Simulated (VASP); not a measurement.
Here is a VASP 6.6.1 calculation.

Contents of INCAR:

```
SYSTEM = Al9N8
PREC = Accurate
ENCUT = 520
EDIFF = 1E-7
ISMEAR = -1
SIGMA = 0.02
LREAL = Auto
LASPH = .TRUE.
NELM = 150
ALGO = Normal
ISIF = 2
LWAVE = .FALSE.
LCHARG = .FALSE.
ISPIN = 2
MAGMOM = 0 0 0 0 0 0 0 0 0 0 0 0 0 0 0 0 0
LORBIT = 11
GGA = PE
IVDW = 12
NBANDS = 52
```

The input KPOINTS:

```
regular mesh
0
G
  3 3 1
  0 0 0
```

Contents of POSCAR:

```
Al9N8
1.0
    6.1620000000      0.0000000000      0.0000000000
   -3.0810000000      5.3364490000      0.0000000000
    0.0000000000      0.0000000000     17.4373420000
Al N
9 8
Direct
    0.1666666354      0.3333332709      0.0573481899
    0.3299080458      0.1435220312      0.2007627653
    0.1666666823      0.8333333646      0.0573481899
    0.3683014294      0.6544269420      0.2030936252
    0.6666666354      0.3333332709      0.0573481899
    0.8796354072      0.1479433234      0.2086626505
    0.6666666823      0.8333333646      0.0573481899
    0.8536813823      0.6805471204      0.2139611645
    0.2586354059      0.0378410812      0.3506487399
    0.1943214841      0.3307620854      0.1593702182
    0.0436051353     -0.0013340332      0.2754810337
    0.1904242244      0.8080120320      0.1621903155
    0.4376388771      0.5708726908      0.2979902556
    0.6919445110      0.3231249844      0.1863706636
    1.3794259838      1.2717237624      0.5257789863
    0.6965953632      0.8329930634      0.1603383130
    1.2651695157      1.2347330594      0.4732240154
```

Potentials or basis: VASP PAW PBE potentials, release 64 (Al, N).

The run is started by

```sh
$ cat potpaw_PBE.64/Al/POTCAR potpaw_PBE.64/N/POTCAR > POTCAR
$ mpirun -np 1 vasp_std > vasp.out
```

**Question.** What does it give for the largest force?

**Answer.** 2.035 eV/Å.

**Question.** Predict the dispersion energy per atom.

**Answer.** -0.152 eV.

**Question.** Estimate the net moment.

**Answer.** 0.00 μB per cell.

Forces on the atoms (eV/Å):
```
Al   0.006  0.073 -1.056
Al   0.324  0.324  0.157
Al   0.180 -0.258  0.025
Al  -0.001 -0.030 -0.051
Al   0.416 -0.004  1.209
Al  -0.026 -0.033 -0.057
Al   0.100 -0.006 -0.611
Al  -0.062  0.056  0.071
Al  -0.061  0.383  0.048
N   -0.159 -0.071 -0.028
N   -0.562 -0.291  0.129
N   -0.189  0.089  0.149
N    0.379 -0.274 -0.045
N    0.101 -0.076 -0.158
N    0.970  0.468  1.727
N   -0.361  0.007  0.003
N   -1.055 -0.359 -1.511
```

Caveat: the k points lie up to 0.39 Å⁻¹ apart; the standard files for N, O and F lose accuracy on very short bonds; there is no dipole correction, which matters where the two faces differ; no moment was typed at the start, so none could form.
